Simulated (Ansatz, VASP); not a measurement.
# Two plane-wave programs on PbF2

The input POSCAR:

```
PbF2
1.0
    0.0000000000      3.3337117321      2.3569341946
    3.3337117321      0.0000000000      2.3569341946
    3.3337117321      3.3337117321      0.0000000000
Pb F
1 2
Direct
    0.0000000000      0.0000000000      0.0000000000
    0.2500000000      0.2500000000      0.2500000000
    0.7500000000      0.7500000000      0.7500000000
```

INCAR.step1

```
PREC     = Accurate       # precision mode
ENCUT    = 520            # plane-wave cutoff, eV
ISMEAR   = 0              # smearing method
SIGMA    = 0.05           # smearing width, eV
LREAL    = F              # projectors in reciprocal space
LASPH    = T              # aspherical terms in the spheres
NELM     = 60             # most SCF steps
NBANDS   = 21             # bands
GGA      = PE             # functional
ALGO     = Normal         # electronic algorithm
EDIFF    = 1E-4           # SCF threshold, eV
LWAVE    = T              # write WAVECAR
LCHARG   = F              # write CHGCAR
```

Contents of INCAR.step2:

```
PREC     = Accurate       # precision mode
ENCUT    = 520            # plane-wave cutoff, eV
EDIFF    = 1E-6           # SCF threshold, eV
ISMEAR   = 0              # smearing method
SIGMA    = 0.05           # smearing width, eV
LREAL    = F              # projectors in reciprocal space
LASPH    = T              # aspherical terms in the spheres
NELM     = 60             # most SCF steps
ALGO     = Normal         # electronic algorithm
ISIF     = 2              # what is computed and relaxed
LWAVE    = F              # write WAVECAR
LCHARG   = F              # write CHGCAR
METAGGA  = R2SCAN         # meta-GGA
LMIXTAU  = T            
NBANDS   = 21             # bands
ISTART   = 1
```

The input KPOINTS:

```
regular mesh
0
Gamma
  8 8 8
```

Input for Ansatz:

```yaml
crystal:
  lattice:
    - [0.0, 3.3337117321, 2.3569341946]
    - [3.3337117321, 0.0, 2.3569341946]
    - [3.3337117321, 3.3337117321, 0.0]
  atoms:
    - { symbol: Pb, position: [0.0, 0.0, 0.0] }
    - { symbol: F, position: [0.25, 0.25, 0.25] }
    - { symbol: F, position: [0.75, 0.75, 0.75] }
basis:
  ecutwfc: 500
kpoints:
  mp_grid: { grid: [8, 8, 8] }
hamiltonian:
  xc: r2scan
scf:
  occupations: { method: gaussian, width: 0.05 }
output:
  forces: true
  stress: true
  eigenvalues: true
  write_density: true
  write_potential: true
  elf: true
  volumetric_format: npy
```

Alike in both runs: task single point; functional r2SCAN; k mesh 8 × 8 × 8; occupations gaussian, width 0.05 eV; no spin polarisation.

|  | VASP | Ansatz |
| --- | --- | --- |
| version | VASP 6.6.1 | Ansatz 0.2.0 |
| potentials or method | VASP PAW PBE potentials, release 64 (Pb_d, F), cutoff 520 eV | scalar-relativistic, plane waves, PAW |
| valence electrons in the cell | 28 | 28 |

|  | VASP | Ansatz | Ansatz less VASP |
| --- | --- | --- | --- |
| gap on the k mesh at the Fermi level (eV) | 3.34 | 3.36 | +0.024 |
| least direct gap on the mesh (eV) | 3.91 | 3.93 | +0.022 |
| pressure (GPa) | -2.3 | -2.2 | +0.13 |
| traceless stress, the component that is largest in VASP (GPa) | 17.72 | 17.77 | +0.050 |

VASP's potentials were made for PBE, not for r2SCAN.

Neither program's run includes spin-orbit coupling.
